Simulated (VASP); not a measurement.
# SnO2 (P4_2/mnm) in VASP: further runs

The runs below take SnO2 through single point, with PBE.

Everything below comes from runs of VASP 6.6.1. Logs are shortened: lines on timing, memory, paths and dates and some standing lists are left out, and cuts for length are marked.

## Step 1: The cell of the first run

Symmetry: P4_2/mnm, No. 136, tetragonal system. The conventional cell has a = 4.900 Å, b = 4.900 Å, c = 3.209 Å, α = 90.00°, β = 90.00°, γ = 90.00°. Within 2.8 Å of Sn (site symmetry mmm) lie 6 O at 2.09 to 2.12 Å. O (site symmetry m2m) has 3 Sn at 2.09 to 2.12 Å and 1 O at 2.68 Å within 2.8 Å.

## Step 2: Single point, PBE (biaxial strain in the a-b plane: +1.5 %)

The input, INCAR:

```
ALGO = Normal ; EDIFF = 1E-7
ENCUT = 520 ; GGA = PE
ISIF = 2 ; ISMEAR = 0
LASPH = T ; LCHARG = T
LELF = T ; LREAL = F
LVHAR = T ; LWAVE = F
NBANDS = 35 ; NELM = 60
PREC = Accurate ; SIGMA = 0.02
```

The input, KPOINTS:

```
k-points
0
Gamma
  6 6 8
```

The input, POSCAR:

```
SnO2
1.0
    4.8995982029      0.0000000000      0.0000000000
    0.0000000000      4.8995982029      0.0000000000
    0.0000000000      0.0000000000      3.2090088775
Sn O
2 4
Direct
    0.5000000000      0.5000000000      0.5000000000
    0.0000000000      0.0000000000      0.0000000000
    0.1934234767      0.8065765233      0.5000000000
    0.8065765233      0.1934234767      0.5000000000
    0.3065765233      0.3065765233      0.0000000000
    0.6934234767      0.6934234767      0.0000000000
```

Potentials or basis: VASP PAW PBE potentials, release 64 (Sn_d, O).

Launch:

```
> cat potpaw_PBE.64/Sn_d/POTCAR potpaw_PBE.64/O/POTCAR > POTCAR
> mpirun -np 1 vasp_std > vasp.out
```

OUTCAR:

```text
EDIFF = 1E-7
   ENCUT = 520
   GGA = PE
   ISIF = 2
   ISMEAR = 0
   LASPH = T
   LREAL = F
   NELM = 60
   PREC = Accurate

 ion  position               nearest neighbor table
   1  0.500  0.500  0.500-   5 2.09   6 2.09   5 2.09   6 2.09   3 2.12   4 2.12
   2  0.000  0.000  0.000-   3 2.09   4 2.09   3 2.09   4 2.09   5 2.12   6 2.12
   3  0.193  0.807  0.500-   2 2.09   2 2.09   1 2.12
   4  0.807  0.193  0.500-   2 2.09   2 2.09   1 2.12
   5  0.307  0.307  0.000-   1 2.09   1 2.09   2 2.12
   6  0.693  0.693  0.000-   1 2.09   1 2.09   2 2.12

  LATTYP: Found a simple tetragonal cell.
 ALAT       =     4.8995982029
 C/A-ratio  =     0.6549534767

  Lattice vectors:

 A1 = (   4.8995982029,   0.0000000000,   0.0000000000)
 A2 = (   0.0000000000,   4.8995982029,   0.0000000000)
 A3 = (   0.0000000000,   0.0000000000,   3.2090088775)

Analysis of symmetry for initial positions (statically):
=====================================================================
 Subroutine PRICEL returns:
 Original cell was already a primitive cell.

 Routine SETGRP: Setting up the symmetry group for a
 simple tetragonal supercell.

 Subroutine GETGRP returns: Found 16 space group operations
 (whereof  8 operations were pure point group operations)
 out of a pool of 16 trial point group operations.

The static configuration has the point symmetry D_2h.
 The point group associated with its full space group is D_4h.

Analysis of symmetry for dynamics (positions and initial velocities):
=====================================================================
 Subroutine PRICEL returns:
 Original cell was already a primitive cell.

 Routine SETGRP: Setting up the symmetry group for a
 simple tetragonal supercell.

 Subroutine GETGRP returns: Found 16 space group operations
 (whereof  8 operations were pure point group operations)
 out of a pool of 16 trial point group operations.

The dynamic configuration has the point symmetry D_2h.
 The point group associated with its full space group is D_4h.

 Subroutine INISYM returns: Found 16 space group operations
 (whereof  8 operations are pure point group operations),
 and found     1 'primitive' translations

----------------------------------------------------------------------------------------

[... 99 lines left out ...]
   NELM   =     60;   NELMIN=  2; NELMDL= -5     # of ELM steps
   EDIFF  = 0.1E-06   stopping-criterion for ELM
   LREAL  =      F    real-space projection
   EDIFFG = 0.1E-05   stopping-criterion for IOM
   NSW    =      0    number of steps for IOM
   IBRION =     -1    ionic relax: 0-MD 1-quasi-New 2-CG
   NFREE  =      0    steps in history (QN), initial steepest desc. (CG)
   ISIF   =      2    stress and relaxation
   ISYM   =      2    0-nonsym 1-usesym 2-fastsym
   POTIM  = 0.5000    time-step for ionic-motion
   TEBEG  =    0.0;   TEEND  =   0.0 temperature during run
   PSTRESS=    0.0 pullay stress
   NELECT =      52.0000    total number of electrons
   NUPDOWN=      -1.0000    fix difference up-down
   EMIN   =  10.00;   EMAX   =-10.00  energy-range for DOS
   EFERMI =   0.00;   METHOD = LEGACY
   ISMEAR =     0;   SIGMA  =   0.02  broadening in eV -4-tet -1-fermi 0-gaus
   EFERMI_NEDOS =   21; number of points for ismear=-14 and -15
   IALGO  =     38    algorithm
   IMIX   =      4    mixing-type and parameters
     AMIX     =   0.40;   BMIX     =  1.00
     AMIX_MAG =   1.60;   BMIX_MAG =  1.00
  volume/ion in A,a.u.               =      12.84        86.64
  Fermi-wavevector in a.u.,A,eV,Ry     =   1.436080  2.713798 28.059649  2.062326
  Thomas-Fermi vector in A             =   2.555308
   LORBIT       =      0    0 simple, 1 ext, 2 COOP (PROOUT), +10 PAW based schemes
   GGA     = PE    functional components
   LHFCALC =     F    Hartree Fock is set to
   AEXX    =    0.0000 exact exchange contribution
   IVDW    =     0    specifies the selected vdW correction
   LEPSILON=     F    determine dielectric tensor
   LRPA    =     F    only Hartree local field effects (RPA)
 non-spin polarized calculation
 Gauss-broadening in eV      SIGMA  =   0.02
  energy-cutoff  :      520.00
  volume of cell :       77.04
 maximum number of plane-waves:      2096
   NGX = 19   NGY = 19   NGZ = 11

 number of electron      51.9999979 magnetization

 Free energy of the ion-electron system (eV)
  ---------------------------------------------------
  ext. energy  EPLUGINS =         0.00000000
  ---------------------------------------------------
  free energy    TOTEN  =       -37.28983215 eV

  energy without entropy =      -37.28983215  energy(sigma->0) =      -37.28983215

 E-fermi :   5.3978     XC(G=0): -10.8573

 val. band max:        5.2901350499   @ k =   0.0000   0.0000   0.0000
 cond. band min:       5.8370121205   @ k =   0.0000   0.0000   0.0000
 fundamental gap:      0.5468770706
 Fermi energy:         5.3978076159

 k-point     1 :       0.0000    0.0000    0.0000
  band No.  band energies     occupation
      1     -15.7378      2.00000
      2     -15.1474      2.00000
      3     -14.9284      2.00000
      4     -14.8984      2.00000
      5     -14.8984      2.00000
      6     -14.8215      2.00000
[... 901 lines left out ...]
     34      17.0053      0.00000
     35      17.4793      0.00000

 [... further k-points ...]

------------------------ aborting loop because EDIFF is reached ----------------------------------------

  FORCE on cell =-STRESS in cart. coord.  units (eV):
  Direction    XX          YY          ZZ          XY          YZ          ZX
  --------------------------------------------------------------------------------------
  -------------------------------------------------------------------------------------
  Total       -1.6173532     -1.6173532      0.2233535      0.0000000      0.0000000      0.0000000
  in kB      -33.6374910    -33.6374910      4.6452763      0.0000000      0.0000000      0.0000000
  external PRESSURE =     -20.8765686 kB  Pullay stress =       0.0000000 kB

 VOLUME and BASIS-vectors are now :
 -----------------------------------------------------------------------------
  energy-cutoff  :      520.00
  volume of cell :       77.04
      direct lattice vectors                 reciprocal lattice vectors
     4.899598203  0.000000000  0.000000000     0.204098369  0.000000000  0.000000000
     0.000000000  4.899598203  0.000000000     0.000000000  0.204098369  0.000000000
     0.000000000  0.000000000  3.209008878     0.000000000  0.000000000  0.311622697

 POSITION                                       TOTAL-FORCE (eV/Angst)
 -----------------------------------------------------------------------------------
      2.44980      2.44980      1.60450         0.000000     -0.000000      0.000000
      0.00000      0.00000      0.00000         0.000000     -0.000000      0.000000
      0.94770      3.95190      1.60450        -0.018956      0.018956     -0.000000
      3.95190      0.94770      1.60450         0.018956     -0.018956      0.000000
      1.50210      1.50210      0.00000         0.018956      0.018956     -0.000000
      3.39750      3.39750      0.00000        -0.018956     -0.018956      0.000000
 -----------------------------------------------------------------------------------
    total drift:                                0.000000      0.000000      0.000000

  FREE ENERGIE OF THE ION-ELECTRON SYSTEM (eV)
  ---------------------------------------------------
  free  energy   TOTEN  =       -37.2898321497 eV

  energy  without entropy=      -37.2898321497  energy(sigma->0) =      -37.28983215
```

Run time: 2.3 min. Hardware: 1 thread of Intel Xeon 8259CL, shared host; peak memory 0.25 GiB.

What came out:

| Property | Result |
| --- | --- |
| Free energy | -37.2898 eV |
| Pressure | -2.1 GPa |
| Largest force | 0.027 eV/Å |
| Band gap on the k mesh | 0.55 eV |

Forces in eV/Å, atoms in the order of the input:
```
Sn   0.000  0.000  0.000
Sn   0.000  0.000  0.000
O   -0.019  0.019  0.000
O    0.019 -0.019  0.000
O    0.019  0.019  0.000
O   -0.019 -0.019  0.000
```

Stress tensor (GPa, compression positive):
```
-3.36  0.00  0.00
 0.00 -3.36  0.00
 0.00  0.00  0.46
```

Caveat: the cell differs from its parent crystal (biaxial strain in the a-b plane: +1.5 %); spin-orbit coupling is left out, which moves the levels of the heavy elements.

## Step 3: Single point, PBE

The input, INCAR:

```
  PREC = Accurate
  ENCUT = 520
  EDIFF = 1E-6
  ISMEAR = 0
  SIGMA = 0.02
  LREAL = F
  LASPH = T
  NELM = 60
  ALGO = Normal
  ISIF = 2
  LWAVE = F
  LCHARG = F
  GGA = PE
  NBANDS = 35
```

The input, KPOINTS:

```
regular mesh
0
Gamma
  6 6 8
```

The input, POSCAR:

```
SnO2
1.0
    4.8995982029      0.0000000000      0.0000000000
    0.0000000000      4.8995982029      0.0000000000
    0.0000000000      0.0000000000      3.2073652323
Sn O
2 4
Direct
    0.5000000000      0.5000000000      0.5000000000
    0.0000000000      0.0000000000      0.0000000000
    0.1930539208      0.8069460792      0.5000000000
    0.8069460792      0.1930539208      0.5000000000
    0.3069460792      0.3069460792      0.0000000000
    0.6930539208      0.6930539208      0.0000000000
```

Potentials or basis: VASP PAW PBE potentials, release 64 (Sn_d, O).

Launch:

```
> cat potpaw_PBE.64/Sn_d/POTCAR potpaw_PBE.64/O/POTCAR > POTCAR
> mpirun -np 1 vasp_std > vasp.out
```

OUTCAR:

```text
PREC = Accurate
   ENCUT = 520
   EDIFF = 1E-6
   ISMEAR = 0
   LREAL = F
   LASPH = T
   NELM = 60
   ISIF = 2
   GGA = PE

 ion  position               nearest neighbor table
   1  0.500  0.500  0.500-   5 2.09   6 2.09   5 2.09   6 2.09   3 2.13   4 2.13
   2  0.000  0.000  0.000-   3 2.09   4 2.09   3 2.09   4 2.09   5 2.13   6 2.13
   3  0.193  0.807  0.500-   2 2.09   2 2.09   1 2.13
   4  0.807  0.193  0.500-   2 2.09   2 2.09   1 2.13
   5  0.307  0.307  0.000-   1 2.09   1 2.09   2 2.13
   6  0.693  0.693  0.000-   1 2.09   1 2.09   2 2.13

  LATTYP: Found a simple tetragonal cell.
[... 1119 lines left out ...]
  -------------------------------------------------------------------------------------
  Total       -1.5425270     -1.5425270      0.3810692      0.0000000      0.0000000      0.0000000
  in kB      -32.0977059    -32.0977059      7.9294873      0.0000000      0.0000000      0.0000000
  external PRESSURE =     -18.7553081 kB  Pullay stress =       0.0000000 kB

 VOLUME and BASIS-vectors are now :
 -----------------------------------------------------------------------------
  energy-cutoff  :      520.00
  volume of cell :       77.00
      direct lattice vectors                 reciprocal lattice vectors
     4.899598203  0.000000000  0.000000000     0.204098369  0.000000000  0.000000000
     0.000000000  4.899598203  0.000000000     0.000000000  0.204098369  0.000000000
     0.000000000  0.000000000  3.207365232     0.000000000  0.000000000  0.311782391

 POSITION                                       TOTAL-FORCE (eV/Angst)
 -----------------------------------------------------------------------------------
      2.44980      2.44980      1.60368         0.000000      0.000000      0.000000
      0.00000      0.00000      0.00000         0.000000      0.000000      0.000000
      0.94589      3.95371      1.60368         0.017057     -0.017057      0.000000
      3.95371      0.94589      1.60368        -0.017057      0.017057      0.000000
      1.50391      1.50391      0.00000        -0.017057     -0.017057      0.000000
      3.39569      3.39569      0.00000         0.017057      0.017057      0.000000
 -----------------------------------------------------------------------------------
    total drift:                                0.000000      0.000000      0.000000

  FREE ENERGIE OF THE ION-ELECTRON SYSTEM (eV)
  ---------------------------------------------------
  free  energy   TOTEN  =       -37.2896609128 eV

  energy  without entropy=      -37.2896609128  energy(sigma->0) =      -37.28966091
```

OSZICAR:

```text
N       E                     dE             d eps       ncg     rms          rms(c)
DAV:   1     0.630707753279E+03    0.63071E+03   -0.25575E+04  3867   0.227E+03
DAV:   2     0.564186228341E+02   -0.57429E+03   -0.54059E+03  3820   0.608E+02
DAV:   3    -0.383566588098E+02   -0.94775E+02   -0.93127E+02  3811   0.206E+02
DAV:   4    -0.432485149496E+02   -0.48919E+01   -0.48549E+01  4437   0.507E+01
DAV:   5    -0.433780516996E+02   -0.12954E+00   -0.12933E+00  4311   0.872E+00    0.155E+01
DAV:   6    -0.372245734784E+02    0.61535E+01   -0.17639E+01  5519   0.644E+01    0.601E+00
DAV:   7    -0.373207500674E+02   -0.96177E-01   -0.20004E+00  4020   0.786E+00    0.316E+00
DAV:   8    -0.372967255861E+02    0.24024E-01   -0.19143E-01  5154   0.376E+00    0.743E-01
DAV:   9    -0.372887516055E+02    0.79740E-02   -0.34240E-02  5745   0.271E+00    0.128E-01
DAV:  10    -0.372895891431E+02   -0.83754E-03   -0.42065E-03  4626   0.585E-01    0.460E-02
DAV:  11    -0.372896623484E+02   -0.73205E-04   -0.19310E-04  5418   0.121E-01    0.220E-02
DAV:  12    -0.372896638059E+02   -0.14574E-05   -0.13763E-05  5279   0.289E-02    0.140E-02
DAV:  13    -0.372896606478E+02    0.31581E-05   -0.94019E-06  4279   0.344E-02    0.299E-03
DAV:  14    -0.372896609128E+02   -0.26502E-06   -0.65266E-07  2281   0.599E-03
   1 F= -.37289661E+02 E0= -.37289661E+02  d E =-.125426E-18
```

It took 1.8 min on 1 thread of Intel Xeon 8259CL, shared host; peak memory 0.25 GiB.

What came out:

| Property | Result |
| --- | --- |
| Free energy | -37.2897 eV |
| Pressure | -1.9 GPa |
| Largest force | 0.024 eV/Å |
| Band gap on the k mesh | 0.57 eV |

Forces in eV/Å, atoms in the order of the input:
```
Sn   0.000  0.000  0.000
Sn   0.000  0.000  0.000
O    0.017 -0.017  0.000
O   -0.017  0.017  0.000
O   -0.017 -0.017  0.000
O    0.017  0.017  0.000
```

Caveat: spin-orbit coupling is left out, which moves the levels of the heavy elements.
